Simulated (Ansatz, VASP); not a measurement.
Two plane-wave programs on MgO2

```
Mg O
1.0
     1.65290    0.95430    3.44157
    -1.65290    0.95430    3.44157
     0.00000   -1.90861    3.44157
Mg O
1 2
Direct
  0.00000 0.00000 0.00000
  0.42879 0.42879 0.42879
  0.57121 0.57121 0.57121
```

Change from the starting cell: strain +0.030 along x and y, -0.015 along z, atoms carried along.

Alike in both runs: task single point; functional r2SCAN; k mesh 12 × 12 × 12; occupations gaussian, width 0.05 eV; no spin polarisation.

|  | VASP | Ansatz |
| --- | --- | --- |
| version | VASP 6.6.1 | Ansatz 0.2.0 |
| potentials or method | VASP PAW PBE potentials, release 64 (Mg, O), cutoff 520 eV | scalar-relativistic, plane waves, PAW |
| valence electrons in the cell | 14 | 22 |

Ansatz gave:

| Property | Result |
| --- | --- |
| gap on the k mesh at the Fermi level (eV) | 3.32 |
| least direct gap on the mesh (eV) | 3.32 |
| pressure (GPa) | -7.9 |
| traceless stress, the component that is largest in VASP (GPa) | 8.15 |
| rms of the force components (eV/Å) | 0.264 |

Task: What did VASP give for the same quantities?

Result: gap on the k mesh at the Fermi level (eV): 3.29; least direct gap on the mesh (eV): 3.29; pressure (GPa): -8.2; traceless stress, the component that is largest in VASP (GPa): 9.75; rms of the force components (eV/Å): 0.404.

VASP's potentials were made for PBE, not for r2SCAN. Atom by atom the forces differ by 0.140 eV/Å (rms over components). The functional is the same, so the differences come from potentials, cutoffs and numerics. VASP's potentials hold 14 valence electrons a cell and Ansatz's 22, so a difference there can come from the potentials and not from the codes.
